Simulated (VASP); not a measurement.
# ZnSe (F-43m) in VASP: single point with PBE

Aim: the single point of ZnSe with PBE.

Everything below comes from runs of VASP 6.6.1. Logs are shortened: lines on timing, memory, paths and dates and some standing lists are left out, and cuts for length are marked.

### Step 1. The cell of the first run

The structure is cubic, space group F-43m (No. 216). Conventional cell: a = 5.732 Å, b = 5.732 Å, c = 5.732 Å, α = 90.00°, β = 90.00°, γ = 90.00°. Zn (site symmetry -43m) has 4 Se at 2.48 Å within 3.3 Å. Within 3.3 Å of Se (site symmetry -43m) lie 4 Zn at 2.48 Å.

### Step 2. Single point, PBE

INCAR reads:

```
SYSTEM = ZnSe
ALGO = Normal
EDIFF = 1E-6
ENCUT = 520
GGA = PE
ISIF = 2
ISMEAR = 0
LASPH = .True.
LCHARG = .False.
LREAL = Auto
LWAVE = .False.
NBANDS = 166
NELM = 100
PREC = Accurate
SIGMA = 0.01
```

KPOINTS reads:

```
Automatic mesh
0
Gamma
  2 2 2
  0.5 0.5 0.5
```

POSCAR reads:

```
ZnSe
1.0
   -5.7317610641      5.7317610641     -5.7317610641
    5.7317610641     -5.7317610641     -5.7317610641
   -5.7317610641     -5.7317610641      5.7317610641
Zn Se
16 16
Direct
    0.0000000000      0.2500000000      0.7500000000
    0.7500000000      0.2500000000      1.0000000000
    0.5000000000      0.2500000000      0.2500000000
    0.2500000000      0.0000000000      0.7500000000
    0.2500000000      0.2500000000      0.5000000000
    1.0000000000      1.0000000000      1.0000000000
    0.7500000000      0.0000000000      0.2500000000
    0.5000000000      0.7500000000      0.7500000000
    0.5000000000      0.0000000000      0.5000000000
    0.2500000000      0.7500000000      1.0000000000
    0.0000000000      0.7500000000      0.2500000000
    0.7500000000      0.5000000000      0.7500000000
    0.7500000000      0.7500000000      0.5000000000
    0.5000000000      0.5000000000      1.0000000000
    0.2500000000      0.5000000000      0.2500000000
    0.0000000000      0.5000000000      0.5000000000
    0.0000000000      0.5000000000      0.7500000000
    0.7500000000      0.5000000000      0.0000000000
    0.5000000000      0.5000000000      0.2500000000
    0.2500000000      0.2500000000      0.7500000000
    0.2500000000      0.5000000000      0.5000000000
    0.0000000000      0.2500000000      0.0000000000
    0.7500000000      0.2500000000      0.2500000000
    0.5000000000      0.0000000000      0.7500000000
    0.5000000000      0.2500000000      0.5000000000
    0.2500000000      0.0000000000      0.0000000000
    0.0000000000      0.0000000000      0.2500000000
    0.7500000000      0.7500000000      0.7500000000
    0.7500000000      0.0000000000      0.5000000000
    0.5000000000      0.7500000000      0.0000000000
    0.2500000000      0.7500000000      0.2500000000
    0.0000000000      0.7500000000      0.5000000000
```

Potentials or basis: VASP PAW PBE potentials, release 64 (Zn, Se).

On the command line:

```bash
$ cat potpaw_PBE.64/Zn/POTCAR potpaw_PBE.64/Se/POTCAR > POTCAR
$ mpirun -np 1 vasp_std > vasp.out
```

OUTCAR:

```text
SYSTEM = ZnSe
   EDIFF = 1E-6
   ENCUT = 520
   GGA = PE
   ISIF = 2
   ISMEAR = 0
   LASPH = .True.
   LREAL = Auto
   NELM = 100
   PREC = Accurate

 ion  position               nearest neighbor table
   1  0.000  0.250  0.750-  17 2.48  20 2.48  22 2.48  29 2.48
   2  0.750  0.250  0.000-  18 2.48  22 2.48  23 2.48  24 2.48
   3  0.500  0.250  0.250-  19 2.48  23 2.48  25 2.48  26 2.48
   4  0.250  0.000  0.750-  20 2.48  24 2.48  26 2.48  32 2.48
   5  0.250  0.250  0.500-  20 2.48  21 2.48  25 2.48  27 2.48
   6  0.000  0.000  0.000-  22 2.48  26 2.48  27 2.48  28 2.48
[... 24 lines left out ...]
  31  0.250  0.750  0.250-   9 2.48  10 2.48  11 2.48  15 2.48
  32  0.000  0.750  0.500-   4 2.48  11 2.48  13 2.48  16 2.48

  LATTYP: Found a body centered cubic cell.
 ALAT       =    11.4635221282

  Lattice vectors:

 A1 = (  -5.7317610641,   5.7317610641,  -5.7317610641)
 A2 = (   5.7317610641,  -5.7317610641,  -5.7317610641)
 A3 = (  -5.7317610641,  -5.7317610641,   5.7317610641)

Analysis of symmetry for initial positions (statically):
=====================================================================
 Subroutine PRICEL returns following result:

  LATTYP: Found a face centered cubic cell.
 ALAT       =     5.7317610641

  Lattice vectors:

 A1 = (   2.8658805320,  -2.8658805320,   0.0000000000)
 A2 = (   2.8658805321,   0.0000000000,   2.8658805320)
 A3 = (   0.0000000000,  -2.8658805320,   2.8658805320)

  16 primitive cells build up your supercell.

 Routine SETGRP: Setting up the symmetry group for a
 body centered cubic supercell.

 Subroutine GETGRP returns: Found 24 space group operations
 (whereof 24 operations were pure point group operations)
 out of a pool of 48 trial point group operations.

The static configuration has the point symmetry T_d .

Analysis of symmetry for dynamics (positions and initial velocities):
=====================================================================
 Subroutine PRICEL returns following result:

  LATTYP: Found a face centered cubic cell.
 ALAT       =     5.7317610641

  Lattice vectors:

 A1 = (   2.8658805320,  -2.8658805320,   0.0000000000)
 A2 = (   2.8658805321,   0.0000000000,   2.8658805320)
 A3 = (   0.0000000000,  -2.8658805320,   2.8658805320)
[... 94 lines left out ...]
   ISYM   =      2    0-nonsym 1-usesym 2-fastsym
   POTIM  = 0.5000    time-step for ionic-motion
   TEBEG  =    0.0;   TEEND  =   0.0 temperature during run
   PSTRESS=    0.0 pullay stress
   NELECT =     288.0000    total number of electrons
   NUPDOWN=      -1.0000    fix difference up-down
   EMIN   =  10.00;   EMAX   =-10.00  energy-range for DOS
   EFERMI =   0.00;   METHOD = LEGACY
   ISMEAR =     0;   SIGMA  =   0.01  broadening in eV -4-tet -1-fermi 0-gaus
   EFERMI_NEDOS =   21; number of points for ismear=-14 and -15
   IALGO  =     38    algorithm
   IMIX   =      4    mixing-type and parameters
     AMIX     =   0.40;   BMIX     =  1.00
     AMIX_MAG =   1.60;   BMIX_MAG =  1.00
  volume/ion in A,a.u.               =      23.54       158.84
  Fermi-wavevector in a.u.,A,eV,Ry     =   1.188222  2.245414 19.209678  1.411871
  Thomas-Fermi vector in A             =   2.324356
   LORBIT       =      0    0 simple, 1 ext, 2 COOP (PROOUT), +10 PAW based schemes
   GGA     = PE    functional components
   LHFCALC =     F    Hartree Fock is set to
   AEXX    =    0.0000 exact exchange contribution
   IVDW    =     0    specifies the selected vdW correction
   LEPSILON=     F    determine dielectric tensor
   LRPA    =     F    only Hartree local field effects (RPA)
 non-spin polarized calculation
 Gauss-broadening in eV      SIGMA  =   0.01
  energy-cutoff  :      520.00
  volume of cell :      753.22
 maximum number of plane-waves:     20329
 NGX is ok and might be reduce to    80
   NGX = 37   NGY = 37   NGZ = 37

 number of electron     287.9999705 magnetization

 Free energy of the ion-electron system (eV)
  ---------------------------------------------------
  ext. energy  EPLUGINS =         0.00000000
  ---------------------------------------------------
  free energy    TOTEN  =       -96.55371841 eV

  energy without entropy =      -96.55371841  energy(sigma->0) =      -96.55371841

 E-fermi :   1.0250     XC(G=0):  -9.1685

 val. band max:        0.9308485417   @ k =  -0.2500   0.2500   0.2500
 cond. band min:       3.9090367145   @ k =  -0.2500   0.2500   0.2500
 fundamental gap:      2.9781881728
 Fermi energy:         1.0250341841

 k-point     1 :       0.2500    0.2500    0.2500
  band No.  band energies     occupation
      1     -11.3821      2.00000
      2     -11.3821      2.00000
      3     -11.3821      2.00000
      4     -11.3821      2.00000
      5     -10.8711      2.00000
      6     -10.8711      2.00000
[... 148 lines left out ...]
    155       5.0671      0.00000
    156       5.0671      0.00000

 k-point     2 :      -0.2500    0.2500    0.2500
  band No.  band energies     occupation
      1     -11.5943      2.00000
      2     -11.1920      2.00000
      3     -11.1920      2.00000
      4     -11.1920      2.00000
      5     -11.1920      2.00000
      6     -10.9960      2.00000
[... 148 lines left out ...]
    155       5.3280      0.00000
    156       5.3280      0.00000
 [bands above 156 left out]

------------------------ aborting loop because EDIFF is reached ----------------------------------------

  FORCE on cell =-STRESS in cart. coord.  units (eV):
  Direction    XX          YY          ZZ          XY          YZ          ZX
  --------------------------------------------------------------------------------------
  -------------------------------------------------------------------------------------
  Total        1.2619326      1.2619326      1.2619326      0.0000000      0.0000000      0.0000000
  in kB        2.6842473      2.6842473      2.6842473      0.0000000      0.0000000      0.0000000
  external PRESSURE =       2.6842473 kB  Pullay stress =       0.0000000 kB

 VOLUME and BASIS-vectors are now :
 -----------------------------------------------------------------------------
  energy-cutoff  :      520.00
  volume of cell :      753.22
      direct lattice vectors                 reciprocal lattice vectors
    -5.731761064  5.731761064 -5.731761064    -0.087233225  0.000000000 -0.087233225
     5.731761064 -5.731761064 -5.731761064     0.000000000 -0.087233225 -0.087233225
    -5.731761064 -5.731761064  5.731761064    -0.087233225 -0.087233225  0.000000000

 POSITION                                       TOTAL-FORCE (eV/Angst)
 -----------------------------------------------------------------------------------
     -2.86588     -5.73176      2.86588         0.000000     -0.000000     -0.000000
     -2.86588      2.86588     -5.73176        -0.000000     -0.000000     -0.000000
     -2.86588      0.00000     -2.86588        -0.000000      0.000000     -0.000000
     -5.73176     -2.86588      2.86588         0.000000     -0.000000     -0.000000
     -2.86588     -2.86588      0.00000         0.000000      0.000000     -0.000000
      0.00000      0.00000      0.00000         0.000000      0.000000     -0.000000
[... 24 lines left out ...]
      1.43294     -4.29882     -4.29882        -0.000000     -0.000000      0.000000
      1.43294     -7.16470     -1.43294         0.000000      0.000000      0.000000
 -----------------------------------------------------------------------------------
    total drift:                                0.000029      0.000029      0.000028

  FREE ENERGIE OF THE ION-ELECTRON SYSTEM (eV)
  ---------------------------------------------------
  free  energy   TOTEN  =       -96.5537184066 eV

  energy  without entropy=      -96.5537184066  energy(sigma->0) =      -96.55371841
```

stdout:

```text
POSCAR found type information on POSCAR ZnSe
 POSCAR found :  2 types and      32 ions
 scaLAPACK will be used
 LDA part: xc-table for (Slater+PW92), standard interpolation
 POSCAR, INCAR and KPOINTS ok, starting setup
 FFT: planning ... GRIDC
 FFT: planning ... GRID_SOFT
 FFT: planning ... GRID
 WAVECAR not read
 entering main loop
```

It took 18 min on 1 thread of Intel Xeon 8259CL, shared host; peak memory 1 GiB.

What came out:

| Quantity | Value |
| --- | --- |
| Free energy | -96.5537 eV |
| Pressure | 0.3 GPa |
| Band gap on the k mesh | 2.98 eV |

Caveat: a shifted mesh leaves out Γ, where band edges can lie.
